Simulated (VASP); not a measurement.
The system is LiCl.

```xyz
2
Lattice="0.0000 2.6716 2.6716 2.6716 0.0000 2.6716 2.6716 2.6716 0.0000" Properties=species:S:1:pos:R:3 pbc="T T T"
Li    0.0000    0.0000    0.0000
Cl    2.6716    2.6716    2.6716
```

This cell differs from its parent crystal: strain +4.5%.

Program: VASP 6.6.1. Alike in all runs: task single point; potentials or basis VASP PAW PBE potentials, release 64 (Li_sv, Cl); no spin polarisation; cell as given; cutoff (eV) 520. Hardware: 1 thread of Oxide Virtual Turin-like Processor, with other jobs on the host.

Question: Order these runs on this cell by their wall time, lowest first.
A. level PBE; k mesh 8 × 8 × 8; smearing fermi-dirac 0.02 eV
B. level HSE06; k mesh 6 × 6 × 6; smearing gaussian 0.01 eV; grid for exact exchange (PRECFOCK) Normal; screening parameter 0.2079 1/Å
C. level r2SCAN; k mesh 8 × 8 × 8; smearing gaussian 0.01 eV

Answer: A (9.4 s), C (53 s), B (570 s).
